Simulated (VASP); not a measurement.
Se: single point with PBE

Crystal: Se.

```
Se
1.0
     3.91669    0.00000    0.00000
    -1.95835    3.39196    0.00000
     0.00000    0.00000    5.14540
Se
3
Direct
  0.25919 0.00000 0.33333
  0.00000 0.25919 0.66667
  0.74081 0.74081 0.00000
```

```
Program                : VASP 6.6.1
Task                   : single point
Functional             : PBE
Potentials or basis    : VASP PAW PBE potentials, release 64 (Se)
Cutoff                 : 520 eV
k mesh                 : 12 × 12 × 6
Occupations            : gaussian, width 0.02 eV
Spin                   : no spin polarisation
Dipole correction      : no
Further INCAR settings : ALGO = Normal; EDIFF = 1e-06; NBANDS = 16
```

* Pressure: 5.1 GPa
* Largest force: 0.014 eV/Å
* Band gap on the k mesh: 0.28 eV, direct

Forces on the atoms (eV/Å):
```
Se   0.014  0.000  0.000
Se  -0.007  0.012  0.000
Se  -0.007 -0.012  0.000
```

Stress tensor (GPa, compression positive):
```
5.06 0.00 0.00
0.00 5.06 0.00
0.00 0.00 5.14
```

Levels at points of the mesh, in eV from the valence-band top:
```tsv
k point	band 7	band 8	band 9	band 10	band 11	band 12
(0.00, 0.00, 0.00)	-1.98	-1.98	-0.78	1.32	1.32	2.04
(0.50, 0.00, 0.00)	-4.11	-1.40	-1.01	1.20	1.36	3.91
(0.00, 0.00, 0.50)	-1.55	-1.29	-1.29	0.71	0.77	0.77
(0.50, 0.00, 0.50)	-2.81	-2.36	-0.22	1.05	2.37	3.06
```

It took 77 s on 1 thread of Intel Xeon 6975P-C, on a shared host, peak memory 0.23 GiB.

A k mesh can miss the band edges.
